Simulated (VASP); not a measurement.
A run of VASP 6.6.1:

Contents of INCAR:

```
PREC     = Accurate       # precision mode
ENCUT    = 520            # plane-wave cutoff, eV
EDIFF    = 1E-7           # SCF threshold, eV
ISMEAR   = 0              # smearing method
SIGMA    = 0.15           # smearing width, eV
LREAL    = False          # projectors in reciprocal space
LASPH    = True           # aspherical terms in the spheres
NELM     = 80             # most SCF steps
ALGO     = Fast           # electronic algorithm
ISIF     = 2              # what is computed and relaxed
LWAVE    = False          # write WAVECAR
LCHARG   = False          # write CHGCAR
GGA      = PE             # functional
NBANDS   = 19             # bands
```

File KPOINTS:

```
Automatic mesh
0
Gamma
  18 18 10
```

POSCAR

```
Ti
1.0
    3.0384977962      0.0000000000      0.0000000000
   -1.5192488981      2.6314162809      0.0000000000
    0.0000000000      0.0000000000      4.6157100000
Ti
2
Direct
    0.3333333333      0.6666666667      0.2500000000
    0.6666666667      0.3333333333      0.7500000000
```

Potentials or basis: VASP PAW PBE potentials, release 64 (Ti_sv).

The run is started by

```console
$ cat potpaw_PBE.64/Ti_sv/POTCAR > POTCAR
$ mpirun -np 1 vasp_std > vasp.out
```

Hardware: 1 thread of Intel Xeon 8259CL, on a shared host.

Question: How long does it take, and how much memory?

Answer: Wall time 12 min on 1 thread of Intel Xeon 8259CL, on a shared host, peak memory 0.25 GiB. Counts: scf iterations 46, k points 222.
